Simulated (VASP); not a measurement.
A run of VASP 6.6.1:

The input INCAR:

```
SYSTEM = Li
PREC = Accurate
ENCUT = 520
EDIFF = 1E-6
ISMEAR = -1
SIGMA = 0.08
LREAL = .False.
LASPH = .True.
NELM = 80
ALGO = Normal
ISIF = 2
LWAVE = .False.
LCHARG = .False.
NBANDS = 8
```

KPOINTS

```
regular mesh
0
Gamma
  16 16 16
  0 0 0
```

Contents of POSCAR:

```
Li
1.0
   -1.6355406318      1.6355406318      1.6355406318
    1.6355406318     -1.6355406318      1.6355406318
    1.6355406318      1.6355406318     -1.6355406318
Li
1
Direct
    0.0000000000      0.0000000000      0.0000000000
```

Potentials or basis: VASP PAW LDA potentials, release 64 (Li_sv).

Launch:

```bash
$ cat potpaw_LDA.64/Li_sv/POTCAR > POTCAR
$ mpirun -np 1 vasp_std > vasp.out
```

Hardware: 1 thread of Intel(R) Xeon(R) Platinum 8488C (Sapphire Rapids), on a shared host.

Problem. How long does it take, and how much memory?

Solution. Run time: 6.8 s on 1 thread of Intel(R) Xeon(R) Platinum 8488C (Sapphire Rapids), on a shared host, peak memory 0.12 GiB. Counts: scf iterations 9, k points 145.
